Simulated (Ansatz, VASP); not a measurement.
# Ir: VASP beside Ansatz

The input INCAR:

```
SYSTEM = Ir
PREC = Accurate ; ENCUT = 520
EDIFF = 1E-6 ; ISMEAR = 0
SIGMA = 0.15 ; LREAL = .FALSE.
LASPH = .TRUE. ; NELM = 100
ALGO = Fast ; ISIF = 2
LWAVE = .FALSE. ; LCHARG = .FALSE.
GGA = PE ; NBANDS = 16
```

KPOINTS

```
regular mesh
0
G
  16 16 12
  0 0 0
```

Contents of POSCAR:

```
Ir
1.0
    0.0000000000     -1.9351816027     -1.9351816027
    0.0000000000      1.9351816027     -1.9351816027
    3.8703632054      0.0000000000      0.0000000000
Ir
2
Direct
    0.5159674937      0.4840325063      0.4881148105
   -0.0159674937      0.0159674937      0.0118851895
```

Input for Ansatz:

```yaml
crystal:
  lattice:
    - [0.0, -1.9351816027, -1.9351816027]
    - [0.0, 1.9351816027, -1.9351816027]
    - [3.8703632054, 0.0, 0.0]
  atoms:
    - { symbol: Ir, position: [0.5159674937, 0.4840325063, 0.4881148105] }
    - { symbol: Ir, position: [-0.0159674937, 0.0159674937, 0.0118851895] }
basis:
  ecutwfc: 420
kpoints:
  mp_grid: { grid: [16, 16, 12] }
hamiltonian:
  xc: pbe
  pseudopotentials: { kind: paw, azcp: { folder: soft_1 } }
scf:
  occupations: { method: gaussian, width: 0.15 }
output:
  forces: true
  stress: true
  eigenvalues: true
```

Change from the starting cell: mode 4 frozen in at -0.062 Å and mode 6 at -0.046 Å (largest displacements).

Alike in both runs: task single point; functional PBE; k mesh 16 × 16 × 12; occupations gaussian, width 0.15 eV; no spin polarisation.

```csv
,VASP,Ansatz
version,VASP 6.6.1,Ansatz 0.2.0
potentials or method,"VASP PAW PBE potentials, release 64 (Ir), cutoff 520 eV","scalar-relativistic, plane waves, PAW"
valence electrons in the cell,18,34
```

```csv
,VASP,Ansatz,Ansatz less VASP
gap on the k mesh at the Fermi level (eV),none,none,-
pressure (GPa),3.6,2.9,-0.67
"traceless stress, the component that is largest in VASP (GPa)",3.53,3.52,-0.011
rms of the force components (eV/Å),0.849,0.840,-0.0092
```

Atom by atom the forces differ by 0.010 eV/Å (rms over components). A gap of «none» marks a metal or a gap that the smearing closes. VASP's potentials hold 18 valence electrons a cell and Ansatz's 34, so a difference there can come from the potentials and not from the codes.

Spin-orbit coupling is off throughout.
